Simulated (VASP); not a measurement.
# KTeO3 (Pm-3m) in VASP: a series of runs

Runs on KTeO3. Level: LDA. Tasks: single point.

All numbers are computed with VASP 6.6.1; they aren't measurements. Logs are shortened: lines on timing, memory, paths and dates and some standing lists are left out, and cuts for length are marked.

**1. The cell of the first run**

The structure is cubic, space group Pm-3m (No. 221). Conventional cell: a = 4.011 Å, b = 4.011 Å, c = 4.011 Å, α = 90.00°, β = 90.00°, γ = 90.00°. Within 3.7 Å of K (site symmetry m-3m) lie 12 O at 2.84 Å and 8 Te at 3.47 Å. Te (site symmetry m-3m) has 6 O at 2.01 Å within 2.7 Å. Within 2.7 Å of O (site symmetry 4/mmm) lie 2 Te at 2.01 Å.

**2. Single point, LDA**

Input file INCAR:

```
ALGO     = Normal         # electronic algorithm
EDIFF    = 1E-7           # SCF threshold, eV
ENCUT    = 520            # plane-wave cutoff, eV
ISIF     = 2              # what is computed and relaxed
ISMEAR   = -1             # smearing method
LASPH    = True           # aspherical terms in the spheres
LCHARG   = False          # write CHGCAR
LREAL    = False          # projectors in reciprocal space
LWAVE    = False          # write WAVECAR
NBANDS   = 24             # bands
NELM     = 100            # most SCF steps
PREC     = Accurate       # precision mode
SIGMA    = 0.1            # smearing width, eV
```

Input file KPOINTS:

```
k-points
0
Gamma
  5 5 5
```

Input file POSCAR:

```
KTeO3
1.0
    4.0114060535      0.0000000000      0.0000000000
    0.0000000000      4.0114060535      0.0000000000
    0.0000000000      0.0000000000      4.0114060535
K Te O
1 1 3
Direct
    0.0000000000      0.0000000000      0.0000000000
    0.5000000000      0.5000000000      0.5000000000
    0.5000000000      0.5000000000      0.0000000000
    0.0000000000      0.5000000000      0.5000000000
    0.5000000000      0.0000000000      0.5000000000
```

Potentials or basis: VASP PAW LDA potentials, release 64 (K_sv, Te, O).

Started as:

```console
$ cat potpaw_LDA.64/K_sv/POTCAR potpaw_LDA.64/Te/POTCAR potpaw_LDA.64/O/POTCAR > POTCAR
$ mpirun -np 1 vasp_std > vasp.out
```

OUTCAR:

```text
EDIFF = 1E-7
   ENCUT = 520
   ISIF = 2
   ISMEAR = -1
   LASPH = True
   LREAL = False
   NELM = 100
   PREC = Accurate

 ion  position               nearest neighbor table
   1  0.000  0.000  0.000-   3 2.84   4 2.84   5 2.84   4 2.84   5 2.84   3 2.84   4 2.84   4 2.84
                             3 2.84   5 2.84   5 2.84   3 2.84   2 3.47   2 3.47   2 3.47   2 3.47
   2  0.500  0.500  0.500-   3 2.01   4 2.01   5 2.01   3 2.01   5 2.01   4 2.01   1 3.47   1 3.47
                             1 3.47   1 3.47   1 3.47   1 3.47   1 3.47   1 3.47
   3  0.500  0.500  0.000-   2 2.01   2 2.01   1 2.84   1 2.84   1 2.84   1 2.84
   4  0.000  0.500  0.500-   2 2.01   2 2.01   1 2.84   1 2.84   1 2.84   1 2.84
   5  0.500  0.000  0.500-   2 2.01   2 2.01   1 2.84   1 2.84   1 2.84   1 2.84

  LATTYP: Found a simple cubic cell.
 ALAT       =     4.0114060535

  Lattice vectors:

 A1 = (   4.0114060535,   0.0000000000,   0.0000000000)
 A2 = (   0.0000000000,   4.0114060535,   0.0000000000)
 A3 = (   0.0000000000,   0.0000000000,   4.0114060535)

Analysis of symmetry for initial positions (statically):
=====================================================================
 Subroutine PRICEL returns:
 Original cell was already a primitive cell.

 Routine SETGRP: Setting up the symmetry group for a
 simple cubic supercell.

 Subroutine GETGRP returns: Found 48 space group operations
 (whereof 48 operations were pure point group operations)
 out of a pool of 48 trial point group operations.

The static configuration has the point symmetry O_h .

Analysis of symmetry for dynamics (positions and initial velocities):
=====================================================================
 Subroutine PRICEL returns:
 Original cell was already a primitive cell.

 Routine SETGRP: Setting up the symmetry group for a
 simple cubic supercell.

 Subroutine GETGRP returns: Found 48 space group operations
 (whereof 48 operations were pure point group operations)
 out of a pool of 48 trial point group operations.

The dynamic configuration has the point symmetry O_h .

 Subroutine INISYM returns: Found 48 space group operations
 (whereof 48 operations are pure point group operations),
 and found     1 'primitive' translations

----------------------------------------------------------------------------------------

                                     Primitive cell

  volume of cell :      64.5491

  direct lattice vectors                    reciprocal lattice vectors
     4.011406054  0.000000000  0.000000000     0.249289149  0.000000000  0.000000000
     0.000000000  4.011406054  0.000000000     0.000000000  0.249289149  0.000000000
     0.000000000  0.000000000  4.011406054     0.000000000  0.000000000  0.249289149

  length of vectors
     4.011406054  4.011406054  4.011406054     0.249289149  0.249289149  0.249289149

  position of ions in fractional coordinates (direct lattice)
     0.000000000  0.000000000  0.000000000
     0.500000000  0.500000000  0.500000000
     0.500000000  0.500000000  0.000000000
     0.000000000  0.500000000  0.500000000
     0.500000000  0.000000000  0.500000000

  ion indices of the primitive-cell ions
   primitive index   ion index
                 1           1
                 2           2
                 3           3
                 4           4
                 5           5

----------------------------------------------------------------------------------------

 KPOINTS: k-points

Automatic generation of k-mesh.
 Grid dimensions read from file:
 generate k-points for:    5    5    5

 Generating k-lattice:

  Cartesian coordinates                     Fractional coordinates (reciprocal lattice)
     0.049857830  0.000000000  0.000000000     0.200000000  0.000000000  0.000000000
     0.000000000  0.049857830  0.000000000     0.000000000  0.200000000  0.000000000
     0.000000000  0.000000000  0.049857830     0.000000000  0.000000000  0.200000000

  Length of vectors
     0.049857830  0.049857830  0.049857830

  Shift w.r.t. Gamma in fractional coordinates (k-lattice)
     0.000000000  0.000000000  0.000000000

 Subroutine IBZKPT returns following result:
 ===========================================

 Found     10 irreducible k-points:

 Following reciprocal coordinates:
            Coordinates               Weight
  0.000000  0.000000  0.000000      1.000000
  0.200000  0.000000  0.000000      6.000000
  0.400000  0.000000  0.000000      6.000000
  0.200000  0.200000  0.000000     12.000000
  0.400000  0.200000  0.000000     24.000000
  0.400000  0.400000  0.000000     12.000000
  0.200000  0.200000  0.200000      8.000000
  0.400000  0.200000  0.200000     24.000000
  0.400000  0.400000  0.200000     24.000000
  0.400000  0.400000  0.400000      8.000000
   k-points           NKPTS =     10   k-points in BZ     NKDIM =     10   number of bands    NBANDS=     24
   number of dos      NEDOS =    301   number of ions     NIONS =      5
   total plane-waves  NPLWV =  27000
   dimension x,y,z NGX =    30 NGY =   30 NGZ =   30
   dimension x,y,z NGXF=    60 NGYF=   60 NGZF=   60
   ions per type =               1   1   3
   NGX,Y,Z   is equivalent  to a cutoff of  12.43, 12.43, 12.43 a.u.
   NGXF,Y,Z  is equivalent  to a cutoff of  24.87, 24.87, 24.87 a.u.
 SYSTEM =  unknown system
   PREC   = accura    normal or accurate (medium, high low for compatibility)
   ISTART =      0    job   : 0-new  1-cont  2-samecut
   ICHARG =      2    charge: 1-file 2-atom 10-const
   ISPIN  =      1    spin polarized calculation?
   LNONCOLLINEAR =      F non collinear calculations
   LSORBIT =      F    spin-orbit coupling
   LASPH  =      T    aspherical Exc in radial PAW
   ENCUT  =  520.0 eV  38.22 Ry    6.18 a.u.   7.46  7.46  7.46*2*pi/ulx,y,z
   NELM   =    100;   NELMIN=  2; NELMDL= -5     # of ELM steps
   EDIFF  = 0.1E-06   stopping-criterion for ELM
   LREAL  =      F    real-space projection
   EDIFFG = 0.1E-05   stopping-criterion for IOM
   NSW    =      0    number of steps for IOM
   IBRION =     -1    ionic relax: 0-MD 1-quasi-New 2-CG
   NFREE  =      0    steps in history (QN), initial steepest desc. (CG)
   ISIF   =      2    stress and relaxation
   ISYM   =      2    0-nonsym 1-usesym 2-fastsym
   POTIM  = 0.5000    time-step for ionic-motion
   TEBEG  =    0.0;   TEEND  =   0.0 temperature during run
   PSTRESS=    0.0 pullay stress
   NELECT =      33.0000    total number of electrons
   NUPDOWN=      -1.0000    fix difference up-down
   EMIN   =  10.00;   EMAX   =-10.00  energy-range for DOS
   EFERMI =   0.00;   METHOD = LEGACY
   ISMEAR =    -1;   SIGMA  =   0.10  broadening in eV -4-tet -1-fermi 0-gaus
   EFERMI_NEDOS =   21; number of points for ismear=-14 and -15
   IALGO  =     38    algorithm
   IMIX   =      4    mixing-type and parameters
     AMIX     =   0.40;   BMIX     =  1.00
     AMIX_MAG =   1.60;   BMIX_MAG =  1.00
  volume/ion in A,a.u.               =      12.91        87.12
  Fermi-wavevector in a.u.,A,eV,Ry     =   1.309030  2.473708 23.314384  1.713559
  Thomas-Fermi vector in A             =   2.439656
   LORBIT       =      0    0 simple, 1 ext, 2 COOP (PROOUT), +10 PAW based schemes
   GGA     = CA    functional components
   LHFCALC =     F    Hartree Fock is set to
   AEXX    =    0.0000 exact exchange contribution
   IVDW    =     0    specifies the selected vdW correction
   LEPSILON=     F    determine dielectric tensor
   LRPA    =     F    only Hartree local field effects (RPA)
 non-spin polarized calculation
  energy-cutoff  :      520.00
  volume of cell :       64.55
 maximum number of plane-waves:      1763
 NGX is ok and might be reduce to    30
   NGX = 15   NGY = 15   NGZ = 15

 number of electron      32.9999982 magnetization

 Free energy of the ion-electron system (eV)
  ---------------------------------------------------
  ext. energy  EPLUGINS =         0.00000000
  ---------------------------------------------------
  free energy    TOTEN  =       -28.84676619 eV

  energy without entropy =      -28.80308608  energy(sigma->0) =      -28.82492614

 E-fermi :   5.3863     XC(G=0): -11.2219

 val. band max:        5.2280438397   @ k =   0.4000   0.2000   0.0000
 cond. band min:       5.4265382579   @ k =   0.4000   0.2000   0.2000
 fundamental gap:      0.1984944183
 Fermi energy:         5.3863030168

 k-point     1 :       0.0000    0.0000    0.0000
  band No.  band energies     occupation
      1     -23.0122      2.00000
      2     -15.6006      2.00000
      3     -12.1722      2.00000
      4     -12.1722      2.00000
      5      -6.8822      2.00000
      6      -6.8822      2.00000
[... 16 lines left out ...]
     23      12.7455      0.00000
     24      14.6088      0.00000

 k-point     2 :       0.2000    0.0000    0.0000
  band No.  band energies     occupation
      1     -23.0018      2.00000
      2     -15.4454      2.00000
      3     -12.5487      2.00000
      4     -12.1636      2.00000
      5      -6.8384      2.00000
      6      -6.8384      2.00000
[... 16 lines left out ...]
     23      13.0203      0.00000
     24      13.5505      0.00000

 k-point     3 :       0.4000    0.0000    0.0000
  band No.  band energies     occupation
      1     -22.9849      2.00000
      2     -15.0936      2.00000
      3     -13.2272      2.00000
      4     -12.1495      2.00000
      5      -6.7653      2.00000
      6      -6.7653      2.00000
[... 16 lines left out ...]
     23      13.6838      0.00000
     24      13.7553      0.00000
[... 136 lines left out ...]
 k-point     9 :       0.4000    0.4000    0.2000
  band No.  band energies     occupation
      1     -22.9592      2.00000
      2     -14.1836      2.00000
      3     -13.2864      2.00000
      4     -13.0813      2.00000
      5      -7.8932      2.00000
      6      -6.8810      2.00000
[... 16 lines left out ...]
     23      14.4432      0.00000
     24      14.8685      0.00000

 k-point    10 :       0.4000    0.4000    0.4000
  band No.  band energies     occupation
      1     -22.9499      2.00000
      2     -13.7369      2.00000
      3     -13.2401      2.00000
      4     -13.2401      2.00000
      5      -9.1429      2.00000
      6      -6.9950      2.00000
[... 16 lines left out ...]
     23      14.5387      0.00000
     24      14.5543      0.00000

------------------------ aborting loop because EDIFF is reached ----------------------------------------

  FORCE on cell =-STRESS in cart. coord.  units (eV):
  Direction    XX          YY          ZZ          XY          YZ          ZX
  --------------------------------------------------------------------------------------
  -------------------------------------------------------------------------------------
  Total        1.5038651      1.5038651      1.5038651      0.0000000      0.0000000     -0.0000000
  in kB       37.3275590     37.3275590     37.3275590      0.0000000      0.0000000     -0.0000000
  external PRESSURE =      37.3275590 kB  Pullay stress =       0.0000000 kB

 VOLUME and BASIS-vectors are now :
 -----------------------------------------------------------------------------
  energy-cutoff  :      520.00
  volume of cell :       64.55
      direct lattice vectors                 reciprocal lattice vectors
     4.011406054  0.000000000  0.000000000     0.249289149  0.000000000  0.000000000
     0.000000000  4.011406054  0.000000000     0.000000000  0.249289149  0.000000000
     0.000000000  0.000000000  4.011406054     0.000000000  0.000000000  0.249289149

 POSITION                                       TOTAL-FORCE (eV/Angst)
 -----------------------------------------------------------------------------------
      0.00000      0.00000      0.00000         0.000000      0.000000      0.000000
      2.00570      2.00570      2.00570         0.000000      0.000000      0.000000
      2.00570      2.00570      0.00000         0.000000      0.000000      0.000000
      0.00000      2.00570      2.00570         0.000000      0.000000      0.000000
      2.00570      0.00000      2.00570         0.000000      0.000000      0.000000
 -----------------------------------------------------------------------------------
    total drift:                                0.000000      0.000000     -0.000000

  FREE ENERGIE OF THE ION-ELECTRON SYSTEM (eV)
  ---------------------------------------------------
  free  energy   TOTEN  =       -28.8467661903 eV

  energy  without entropy=      -28.8030860801  energy(sigma->0) =      -28.82492614
```

Run time: 11 s. Hardware: 1 thread of Intel Xeon 6975P-C (Granite Rapids), shared host; peak memory 0.14 GiB.

What came out:

```
Free energy : -28.8468 eV
Pressure    : 3.7 GPa
```

Caveat: spin-orbit coupling is left out, which moves the levels of the heavy elements; an odd number of electrons without spin polarisation forces a metal; a magnetic or distorted state may lie lower.

**3. Single point, LDA**

This run uses another cell than the first one, of 13.17 Å³/atom, 1.020 times its volume.

Input file INCAR:

```
  PREC = Accurate
  ENCUT = 520
  EDIFF = 1E-6
  ISMEAR = -1
  SIGMA = 0.1
  LREAL = F
  LASPH = T
  NELM = 60
  ALGO = Normal
  ISIF = 2
  LWAVE = F
  LCHARG = T
  LELF = T
  LVHAR = T
  NBANDS = 24
```

Input file KPOINTS:

```
Automatic mesh
0
Gamma
  4 4 4
```

Edit POSCAR of step 2 so:

```diff
@@ -2,5 +2,5 @@
 1.0
-    4.0114060535      0.0000000000      0.0000000000
-    0.0000000000      4.0114060535      0.0000000000
-    0.0000000000      0.0000000000      4.0114060535
+    4.0385109706      0.0000000000      0.0000000000
+    0.0000000000      4.0385109706      0.0000000000
+    0.0000000000      0.0000000000      4.0385109706
 K Te O
```

Potentials or basis: VASP PAW LDA potentials, release 64 (K_sv, Te, O).

Started as:

```console
$ cat potpaw_LDA.64/K_sv/POTCAR potpaw_LDA.64/Te/POTCAR potpaw_LDA.64/O/POTCAR > POTCAR
$ mpirun -np 1 vasp_std > vasp.out
```

It took 9.1 s on 1 thread of Intel Xeon 6975P-C (Granite Rapids), shared host; peak memory 0.15 GiB.

The run converged. Its results:

```
Free energy : -29.0152 eV
Pressure    : 0.1 GPa
```

Levels at points of the mesh, in eV from the Fermi level:
| k point | band 13 | band 14 | band 15 | band 16 | band 17 | band 18 | band 19 | band 20 |
| --- | --- | --- | --- | --- | --- | --- | --- | --- |
| (0.00, 0.00, 0.00) | -2.97 | -2.97 | -2.94 | -2.94 | -2.94 | 5.04 | 5.93 | 5.93 |
| (0.50, 0.00, 0.00) | -3.34 | -3.34 | -3.14 | -3.14 | -0.43 | 4.53 | 7.12 | 7.22 |
| (0.50, 0.50, 0.00) | -3.79 | -3.61 | -3.61 | -1.92 | 1.89 | 3.27 | 3.27 | 6.47 |
| (0.50, 0.50, 0.50) | -4.34 | -1.89 | -1.89 | -1.89 | 1.73 | 1.73 | 1.73 | 4.00 |

Caveat: the k points lie up to 0.39 Å⁻¹ apart; spin-orbit coupling is left out, which moves the levels of the heavy elements; an odd number of electrons without spin polarisation forces a metal; a magnetic or distorted state may lie lower.
